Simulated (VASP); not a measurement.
Wanted: the native input for a VASP 6.6.1 run.

| Item | Value |
| --- | --- |
| Task | single point |
| Functional | PBEsol |
| Potentials or basis | VASP PAW PBE potentials, release 64 (Ge_d) |
| Cutoff | 520 eV |
| k mesh | 12 × 12 × 4 |
| Occupations | gaussian, width 0.15 eV |
| Spin | no spin polarisation |
| Dipole correction | no |
| Further INCAR settings | ALGO = Normal; EDIFF = 1e-07; NBANDS = 66 |

The structure of Ge lies in POSCAR:

```
Ge
1.0
    3.8840395616      0.0000000000      0.0000000000
   -1.9420197808      3.5717394202      0.0000000000
    0.0000000000      0.0000000000     13.1450496090
Ge
8
Direct
    0.0000000000      0.0000000000      0.4068073295
    0.0000000000      0.0000000000      0.5931926705
    0.0000000000      0.0000000000      0.9068073295
    0.0000000000      0.0000000000      0.0931926705
    0.3333333333      0.6666666667      0.3441392333
    0.6666666667      0.3333333333      0.6558607667
    0.6666666667      0.3333333333      0.8441392333
    0.3333333333      0.6666666667      0.1558607667
```

This cell differs from its parent crystal: strain -0.0300 x Voigt [1, -1, 0, 0, 0, 0].

One way to write it, as run:

INCAR

```
SYSTEM = Ge
PREC = Accurate ; ENCUT = 520
EDIFF = 1E-7 ; ISMEAR = 0
SIGMA = 0.15 ; LREAL = .FALSE.
LASPH = .TRUE. ; NELM = 80
ALGO = Normal ; ISIF = 2
LWAVE = .FALSE. ; LCHARG = .TRUE.
GGA = PS ; LVHAR = .TRUE.
NBANDS = 66 ; KPAR = 4
```

KPOINTS

```
regular mesh
0
G
  12 12 4
  0 0 0
```

Potentials or basis: VASP PAW PBE potentials, release 64 (Ge_d).

Launch:

```console
$ cat potpaw_PBE.64/Ge_d/POTCAR > POTCAR
$ mpirun -np 4 vasp_std > vasp.out
```

It gave:

The pressure is 0.2 GPa, the largest force is 0.393 eV/Å and the band gap on the k mesh is zero (bands 56 and 57 overlap by 0.11 eV).

Caveat: the cell differs from its parent crystal (strain -0.0300 x Voigt [1, -1, 0, 0, 0, 0]); semilocal functionals underestimate gaps, so a narrow gap can read as zero; the PAW data sets were made with another functional, which shifts forces and pressure a little.

Wall time 9.2 min on 4 MPI ranks on Intel(R) Xeon(R) Platinum 8375C CPU @ 2.90GHz (Ice Lake) (shared host), peak memory 1 GiB a rank.
